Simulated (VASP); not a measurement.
Crystal: TiC.

```
Ti C
1.0
     0.00000    2.16641    2.16641
     2.16641    0.00000    2.16641
     2.16641    2.16641    0.00000
Ti C
1 1
Direct
  0.00000 0.00000 0.00000
  0.50000 0.50000 0.50000
```

```yaml
Program: VASP 6.6.1
Task: relaxation of cell and atoms
Functional: PBE
Dispersion: D3(BJ)
Potentials_or_basis: VASP PAW PBE potentials, release 64 (Ti_sv, C)
Cutoff: 600 eV
k_mesh: 16 × 16 × 16
Occupations: gaussian, width 0.1 eV
Spin: no spin polarisation
```

At the start: pressure -7.1 GPa; volume 10.17 Å³/atom.

**Question.** How do energy, volume and symmetry change on relaxing?

**Answer.** Over 3 steps the energy falls by 6.6 meV/atom and the volume is 9.88 Å³/atom (-2.8 %); space group Fm-3m (No. 225, to 0.05 Å).

The path:
| step | energy change (eV) | largest force (eV/Å) | pressure (GPa) | volume (Å³) |
| --- | --- | --- | --- | --- |
| 1 | 0.0000 | 0.0000 | -7.14 | 20.34 |
| 2 | 0.0102 | 0.0000 | 10.61 | 19.03 |
| 3 | -0.0132 | 0.0000 | -0.06 | 19.76 |

Final structure:
```
Ti C
1.0
     0.00000    2.14593    2.14593
     2.14593    0.00000    2.14593
     2.14593    2.14593    0.00000
Ti C
1 1
Direct
  0.00000 0.00000 0.00000
  0.50000 0.50000 0.50000
```

Caveat: pairwise dispersion overbinds metals, which lowers pressure and volume.
